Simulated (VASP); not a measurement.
# BiB (Fm-3m) in VASP: a series of runs

The runs below take BiB through single point, with PBE.

All numbers are computed with VASP 6.6.1; they aren't measurements. Logs are shortened: lines on timing, memory, paths and dates and some standing lists are left out, and cuts for length are marked.

## Step 1: The cell of the first run

It takes space group Fm-3m (No. 225, cubic). Conventional cell: a = 5.254 Å, b = 5.254 Å, c = 5.254 Å, α = 90.00°, β = 90.00°, γ = 90.00°. Within 3.5 Å of B (site symmetry m-3m) lie 6 Bi at 2.63 Å. Bi (site symmetry m-3m) has 6 B at 2.63 Å within 3.5 Å.

## Step 2: Single point, PBE

Contents of INCAR:

```
PREC = Accurate
ENCUT = 520
EDIFF = 1E-6
ISMEAR = -1
SIGMA = 0.02
LREAL = F
LASPH = T
NELM = 80
ALGO = Normal
ISIF = 2
LWAVE = F
LCHARG = T
GGA = PE
LELF = T
LVHAR = T
NBANDS = 16
```

Contents of KPOINTS:

```
regular mesh
0
Gamma
  6 6 6
```

Contents of POSCAR:

```
BiB
1.0
    0.0000000000      2.6268329169      2.6268329169
    2.6268329169      0.0000000000      2.6268329169
    2.6268329169      2.6268329169      0.0000000000
B Bi
1 1
Direct
    0.0000000000      0.0000000000      0.0000000000
    0.5000000000      0.5000000000      0.5000000000
```

Potentials or basis: VASP PAW PBE potentials, release 64 (B, Bi_d).

Command:

```sh
$ cat potpaw_PBE.64/B/POTCAR potpaw_PBE.64/Bi_d/POTCAR > POTCAR
$ mpirun -np 1 vasp_std > vasp.out
```

OUTCAR:

```text
PREC = Accurate
   ENCUT = 520
   EDIFF = 1E-6
   ISMEAR = -1
   LREAL = F
   LASPH = T
   NELM = 80
   ISIF = 2
   GGA = PE

 ion  position               nearest neighbor table
   1  0.000  0.000  0.000-   2 2.63   2 2.63   2 2.63   2 2.63   2 2.63   2 2.63
   2  0.500  0.500  0.500-   1 2.63   1 2.63   1 2.63   1 2.63   1 2.63   1 2.63

  LATTYP: Found a face centered cubic cell.
 ALAT       =     5.2536658338

  Lattice vectors:

 A1 = (   0.0000000000,   2.6268329169,   2.6268329169)
 A2 = (   2.6268329169,   0.0000000000,   2.6268329169)
 A3 = (   2.6268329169,   2.6268329169,   0.0000000000)

Analysis of symmetry for initial positions (statically):
=====================================================================
 Subroutine PRICEL returns:
 Original cell was already a primitive cell.

 Routine SETGRP: Setting up the symmetry group for a
 face centered cubic supercell.

 Subroutine GETGRP returns: Found 48 space group operations
 (whereof 48 operations were pure point group operations)
 out of a pool of 48 trial point group operations.

The static configuration has the point symmetry O_h .

Analysis of symmetry for dynamics (positions and initial velocities):
=====================================================================
 Subroutine PRICEL returns:
 Original cell was already a primitive cell.

 Routine SETGRP: Setting up the symmetry group for a
 face centered cubic supercell.

 Subroutine GETGRP returns: Found 48 space group operations
 (whereof 48 operations were pure point group operations)
 out of a pool of 48 trial point group operations.

The dynamic configuration has the point symmetry O_h .

 Subroutine INISYM returns: Found 48 space group operations
 (whereof 48 operations are pure point group operations),
 and found     1 'primitive' translations

----------------------------------------------------------------------------------------

                                     Primitive cell

  volume of cell :      36.2516

  direct lattice vectors                    reciprocal lattice vectors
     0.000000000  2.626832917  2.626832917    -0.190343283  0.190343283  0.190343283
     2.626832917  0.000000000  2.626832917     0.190343283 -0.190343283  0.190343283
     2.626832917  2.626832917  0.000000000     0.190343283  0.190343283 -0.190343283

  length of vectors
     3.714902737  3.714902737  3.714902737     0.329684236  0.329684236  0.329684236

  position of ions in fractional coordinates (direct lattice)
     0.000000000  0.000000000  0.000000000
     0.500000000  0.500000000  0.500000000

  ion indices of the primitive-cell ions
   primitive index   ion index
                 1           1
                 2           2

----------------------------------------------------------------------------------------

 KPOINTS: regular mesh

Automatic generation of k-mesh.
 Grid dimensions read from file:
 generate k-points for:    6    6    6

 Generating k-lattice:

  Cartesian coordinates                     Fractional coordinates (reciprocal lattice)
    -0.031723880  0.031723880  0.031723880     0.166666667  0.000000000  0.000000000
     0.031723880 -0.031723880  0.031723880     0.000000000  0.166666667  0.000000000
     0.031723880  0.031723880 -0.031723880     0.000000000  0.000000000  0.166666667

  Length of vectors
     0.054947373  0.054947373  0.054947373

  Shift w.r.t. Gamma in fractional coordinates (k-lattice)
     0.000000000  0.000000000  0.000000000

 Subroutine IBZKPT returns following result:
 ===========================================

 Found     16 irreducible k-points:

 Following reciprocal coordinates:
            Coordinates               Weight
  0.000000  0.000000  0.000000      1.000000
  0.166667  0.000000  0.000000      8.000000
  0.333333  0.000000  0.000000      8.000000
  0.500000  0.000000  0.000000      4.000000
  0.166667  0.166667  0.000000      6.000000
  0.333333  0.166667  0.000000     24.000000
[... 8 lines left out ...]
 -0.333333  0.333333  0.166667     24.000000
 -0.333333  0.500000  0.166667     12.000000
   k-points           NKPTS =     16   k-points in BZ     NKDIM =     16   number of bands    NBANDS=     16
   number of dos      NEDOS =    301   number of ions     NIONS =      2
   total plane-waves  NPLWV =  21952
   dimension x,y,z NGX =    28 NGY =   28 NGZ =   28
   dimension x,y,z NGXF=    56 NGYF=   56 NGZF=   56
   ions per type =               1   1
   NGX,Y,Z   is equivalent  to a cutoff of  12.53, 12.53, 12.53 a.u.
   NGXF,Y,Z  is equivalent  to a cutoff of  25.06, 25.06, 25.06 a.u.
 SYSTEM =  unknown system
   PREC   = accura    normal or accurate (medium, high low for compatibility)
   ISTART =      0    job   : 0-new  1-cont  2-samecut
   ICHARG =      2    charge: 1-file 2-atom 10-const
   ISPIN  =      1    spin polarized calculation?
   LNONCOLLINEAR =      F non collinear calculations
   LSORBIT =      F    spin-orbit coupling
   LASPH  =      T    aspherical Exc in radial PAW
   ENCUT  =  520.0 eV  38.22 Ry    6.18 a.u.   6.91  6.91  6.91*2*pi/ulx,y,z
   NELM   =     80;   NELMIN=  2; NELMDL= -5     # of ELM steps
   EDIFF  = 0.1E-05   stopping-criterion for ELM
   LREAL  =      F    real-space projection
   EDIFFG = 0.1E-04   stopping-criterion for IOM
   NSW    =      0    number of steps for IOM
   IBRION =     -1    ionic relax: 0-MD 1-quasi-New 2-CG
   NFREE  =      0    steps in history (QN), initial steepest desc. (CG)
   ISIF   =      2    stress and relaxation
   ISYM   =      2    0-nonsym 1-usesym 2-fastsym
   POTIM  = 0.5000    time-step for ionic-motion
   TEBEG  =    0.0;   TEEND  =   0.0 temperature during run
   PSTRESS=    0.0 pullay stress
   NELECT =      18.0000    total number of electrons
   NUPDOWN=      -1.0000    fix difference up-down
   EMIN   =  10.00;   EMAX   =-10.00  energy-range for DOS
   EFERMI =   0.00;   METHOD = LEGACY
   ISMEAR =    -1;   SIGMA  =   0.02  broadening in eV -4-tet -1-fermi 0-gaus
   EFERMI_NEDOS =   21; number of points for ismear=-14 and -15
   IALGO  =     38    algorithm
   IMIX   =      4    mixing-type and parameters
     AMIX     =   0.40;   BMIX     =  1.00
     AMIX_MAG =   1.60;   BMIX_MAG =  1.00
  volume/ion in A,a.u.               =      18.13       122.32
  Fermi-wavevector in a.u.,A,eV,Ry     =   1.296353  2.449752 22.865007  1.680531
  Thomas-Fermi vector in A             =   2.427815
   LORBIT       =      0    0 simple, 1 ext, 2 COOP (PROOUT), +10 PAW based schemes
   GGA     = PE    functional components
[... 5 lines left out ...]
 non-spin polarized calculation
  energy-cutoff  :      520.00
  volume of cell :       36.25
 maximum number of plane-waves:       987
   NGX = 13   NGY = 13   NGZ = 13

 number of electron      18.0000003 magnetization

 Free energy of the ion-electron system (eV)
  ---------------------------------------------------
  ext. energy  EPLUGINS =         0.00000000
  ---------------------------------------------------
  free energy    TOTEN  =        -8.16478717 eV

  energy without entropy =       -8.16272506  energy(sigma->0) =       -8.16375611

 E-fermi :   8.2727     XC(G=0): -10.9767

 val. band max:        8.1710850905   @ k =   0.0000   0.0000   0.0000
 cond. band min:       8.2776971174   @ k =   0.1667   0.0000   0.0000
 fundamental gap:      0.1066120269
 Fermi energy:         8.2727254460

 k-point     1 :       0.0000    0.0000    0.0000
  band No.  band energies     occupation
      1     -14.5743      2.00000
      2     -14.5743      2.00000
      3     -14.5743      2.00000
      4     -14.5420      2.00000
      5     -14.5420      2.00000
      6      -5.9376      2.00000
[... 8 lines left out ...]
     15      16.7079      0.00000
     16      16.7079      0.00000

 k-point     2 :       0.1667    0.0000    0.0000
  band No.  band energies     occupation
      1     -14.5721      2.00000
      2     -14.5673      2.00000
      3     -14.5673      2.00000
      4     -14.5393      2.00000
      5     -14.5393      2.00000
      6      -5.5074      2.00000
[... 8 lines left out ...]
     15      17.5174      0.00000
     16      17.5174      0.00000

 k-point     3 :       0.3333    0.0000    0.0000
  band No.  band energies     occupation
      1     -14.5801      2.00000
      2     -14.5801      2.00000
      3     -14.5687      2.00000
      4     -14.5067      2.00000
      5     -14.5067      2.00000
      6      -4.2828      2.00000
[... 8 lines left out ...]
     15      19.4776      0.00000
     16      19.4776      0.00000

 k-point     4 :       0.5000    0.0000    0.0000
  band No.  band energies     occupation
      1     -14.5891      2.00000
      2     -14.5891      2.00000
      3     -14.5675      2.00000
      4     -14.4876      2.00000
      5     -14.4876      2.00000
      6      -3.0998      2.00000
[... 8 lines left out ...]
     15      21.7843      0.00000
     16      21.7843      0.00000

 k-point     5 :       0.1667    0.1667    0.0000
  band No.  band energies     occupation
      1     -14.5857      2.00000
      2     -14.5637      2.00000
      3     -14.5488      2.00000
      4     -14.5488      2.00000
      5     -14.5310      2.00000
      6      -5.3630      2.00000
[... 8 lines left out ...]
     15      19.0614      0.00000
     16      19.0614      0.00000

 k-point     6 :       0.3333    0.1667    0.0000
  band No.  band energies     occupation
      1     -14.5901      2.00000
      2     -14.5768      2.00000
      3     -14.5496      2.00000
      4     -14.5238      2.00000
      5     -14.5016      2.00000
      6      -4.3950      2.00000
[... 8 lines left out ...]
     15      19.9221      0.00000
     16      20.8852      0.00000
[... 115 lines left out ...]
 k-point    13 :       0.5000    0.5000    0.0000
  band No.  band energies     occupation
      1     -14.6349      2.00000
      2     -14.6197      2.00000
      3     -14.4979      2.00000
      4     -14.4688      2.00000
      5     -14.4688      2.00000
      6      -2.1587      2.00000
[... 8 lines left out ...]
     15      23.6918      0.00000
     16      25.2740      0.00000

 k-point    14 :       0.5000    0.3333    0.1667
  band No.  band energies     occupation
      1     -14.5952      2.00000
      2     -14.5763      2.00000
      3     -14.5458      2.00000
      4     -14.4988      2.00000
      5     -14.4974      2.00000
      6      -3.2722      2.00000
[... 8 lines left out ...]
     15      21.1712      0.00000
     16      21.5663      0.00000

 k-point    15 :      -0.3333    0.3333    0.1667
  band No.  band energies     occupation
      1     -14.5988      2.00000
      2     -14.5573      2.00000
      3     -14.5319      2.00000
      4     -14.5305      2.00000
      5     -14.4811      2.00000
      6      -2.3148      2.00000
[... 8 lines left out ...]
     15      18.5639      0.00000
     16      22.6185      0.00000

 k-point    16 :      -0.3333    0.5000    0.1667
  band No.  band energies     occupation
      1     -14.6115      2.00000
      2     -14.5834      2.00000
      3     -14.5201      2.00000
      4     -14.5080      2.00000
      5     -14.4688      2.00000
      6      -1.9961      2.00000
[... 8 lines left out ...]
     15      20.3901      0.00000
     16      24.6832      0.00000

------------------------ aborting loop because EDIFF is reached ----------------------------------------

  FORCE on cell =-STRESS in cart. coord.  units (eV):
  Direction    XX          YY          ZZ          XY          YZ          ZX
  --------------------------------------------------------------------------------------
  -------------------------------------------------------------------------------------
  Total        0.2969575      0.2969575      0.2969575     -0.0000000     -0.0000000     -0.0000000
  in kB       13.1243404     13.1243404     13.1243404     -0.0000000     -0.0000000     -0.0000000
  external PRESSURE =      13.1243404 kB  Pullay stress =       0.0000000 kB

 VOLUME and BASIS-vectors are now :
 -----------------------------------------------------------------------------
  energy-cutoff  :      520.00
  volume of cell :       36.25
      direct lattice vectors                 reciprocal lattice vectors
     0.000000000  2.626832917  2.626832917    -0.190343283  0.190343283  0.190343283
     2.626832917  0.000000000  2.626832917     0.190343283 -0.190343283  0.190343283
     2.626832917  2.626832917  0.000000000     0.190343283  0.190343283 -0.190343283

 POSITION                                       TOTAL-FORCE (eV/Angst)
 -----------------------------------------------------------------------------------
      0.00000      0.00000      0.00000         0.000000     -0.000000     -0.000000
      2.62683      2.62683      2.62683        -0.000000      0.000000      0.000000
 -----------------------------------------------------------------------------------
    total drift:                                0.000000      0.000000      0.000000

  FREE ENERGIE OF THE ION-ELECTRON SYSTEM (eV)
  ---------------------------------------------------
  free  energy   TOTEN  =        -8.1647871698 eV

  energy  without entropy=       -8.1627250598  energy(sigma->0) =       -8.16375611
```

It took 26 s on 1 thread of AMD EPYC 7R13, shared host; peak memory 0.13 GiB.

What came out:

| Quantity | Value |
| --- | --- |
| Free energy | -8.1648 eV |
| Pressure | 1.3 GPa |
| Band gap on the k mesh | zero (bands 9 and 10 overlap by 4.04 eV) |

Levels at points of the mesh, in eV from the Fermi level:
```csv
k point,band 7,band 8,band 9,band 10,band 11,band 12
"(0.00, 0.00, 0.00)",-0.10,-0.10,-0.10,0.10,6.61,6.61
"(0.50, 0.00, 0.00)",-8.38,1.02,1.02,1.88,1.88,2.82
"(0.50, 0.50, 0.00)",-6.19,-4.07,-2.92,-2.92,4.02,8.47
```

Caveat: the structure was generated, so it needn't be the stable form of BiB; spin-orbit coupling is left out, which moves the levels of the heavy elements.

## Step 3: Single point, PBE

Contents of INCAR:

```
SYSTEM = BiB
PREC = Accurate
ENCUT = 520
EDIFF = 1E-7
ISMEAR = -1
SIGMA = 0.02
LREAL = .FALSE.
LASPH = .TRUE.
NELM = 80
ALGO = Normal
ISIF = 2
LWAVE = .FALSE.
LCHARG = .FALSE.
GGA = PE
NBANDS = 16
```

Contents of KPOINTS:

```
Automatic mesh
0
G
  6 6 6
  0 0 0
```

POSCAR is that of step 2.

Potentials or basis: VASP PAW PBE potentials, release 64 (B, Bi_d).

Command:

```sh
$ cat potpaw_PBE.64/B/POTCAR potpaw_PBE.64/Bi_d/POTCAR > POTCAR
$ mpirun -np 1 vasp_std > vasp.out
```

Run time: 24 s. Hardware: 1 thread of AMD EPYC 7R13, shared host; peak memory 0.13 GiB.

Results (log left out):

| Property | Result |
| --- | --- |
| Free energy | -8.1648 eV |
| Pressure | 1.3 GPa |
| Band gap on the k mesh | zero (bands 9 and 10 overlap by 4.04 eV) |

Levels at points of the mesh, in eV from the Fermi level:
```
           k point  band 5  band 6  band 7  band 8  band 9  band 10  band 11  band 12  band 13  band 14
(0.00, 0.00, 0.00)  -22.81  -14.21   -0.10   -0.10   -0.10     0.10     6.61     6.61     6.61     8.44
(0.50, 0.00, 0.00)  -22.76  -11.37   -8.38    1.02    1.02     1.88     1.88     2.82     2.85    10.69
(0.50, 0.50, 0.00)  -22.74  -10.43   -6.19   -4.07   -2.92    -2.92     4.02     8.47     8.47     9.18
```

Caveat: the structure was generated, so it needn't be the stable form of BiB; spin-orbit coupling is left out, which moves the levels of the heavy elements.

The gap in the log of VASP goes by the Fermi energy; the results here count the filled bands.